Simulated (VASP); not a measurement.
Runs of VASP 6.6.1 on Ga4Sb3P. The structure is that of space group P-43m (No. 215), or close to it. The cells are those of the table. 

```tsv
task	level	cell	cutoff (eV)	gap on the mesh (eV)	pressure (GPa)	largest force (eV/Å)
single point	r2SCAN	a = 5.961 Å, 8 atoms	520	(a)	0.1	0.01
relaxation of cell and atoms	PBE	relaxed from a = 5.786 Å, 8 atoms	600	none	0.0	-
single point	PBE	a = 6.041 Å, 8 atoms	520	none	0.0	0.01
single point	PBE	a = 5.961 Å, 8 atoms	520	none	2.1	0.06
```

Alike in all rows: potentials or basis VASP PAW PBE potentials, release 64 (P, Ga_d, Sb); no spin polarisation; k mesh 4 × 4 × 4; smearing fermi-dirac 0.02 eV.

Estimate the missing entries.

(a) 0.20.

Caveats: spin-orbit coupling is left out, which moves the levels of the heavy elements; the PAW data sets were made with another functional, which shifts forces and pressure a little (some runs).

A k mesh can miss the band edges, and the runs leave out spin-orbit coupling on Ga, Sb.

A gap of «none» marks levels without a gap at the run's occupations.
